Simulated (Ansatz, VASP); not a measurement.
## BaCa3O4: VASP beside Ansatz

```
CELL_PARAMETERS angstrom
5.07396 0.00000 0.00000
0.00000 5.07396 0.00000
0.00000 0.00000 5.07396
ATOMIC_POSITIONS crystal
Ba 0.50000 0.50000 0.50000
Ca 0.50000 0.00000 0.00000
Ca 0.00000 0.50000 0.00000
Ca 0.00000 0.00000 0.50000
O 0.00000 0.50000 0.50000
O 0.50000 0.00000 0.50000
O 0.50000 0.50000 0.00000
O 0.00000 0.00000 0.00000
```

Alike in both runs: task single point; functional PBE; k mesh 5 × 5 × 5; occupations fermi-dirac, width 0.05 eV; no spin polarisation.

|  | VASP | Ansatz |
| --- | --- | --- |
| version | VASP 6.6.1 | Ansatz 0.2.0 |
| potentials or method | VASP PAW PBE potentials, release 64 (Ba_sv, Ca_sv, O) | Ansatz PAW |
| plane-wave cutoff (eV) | 520 | 420 |
| valence electrons in the cell | 64 | 64 |

VASP gave:

| Quantity | Value |
| --- | --- |
| gap on the k mesh at the Fermi level (eV) | 2.27 |
| least direct gap on the mesh (eV) | 2.27 |
| pressure (GPa) | 1.8 |

Problem. Estimate Ansatz's values.

Solution. gap on the k mesh at the Fermi level (eV): 2.35; least direct gap on the mesh (eV): 2.35; pressure (GPa): 0.3.

Neither program's run includes spin-orbit coupling. Noted on Ansatz's run: odd divisions of the mesh miss points on the zone boundary, where band edges often lie, so the gap on the mesh can be too wide.
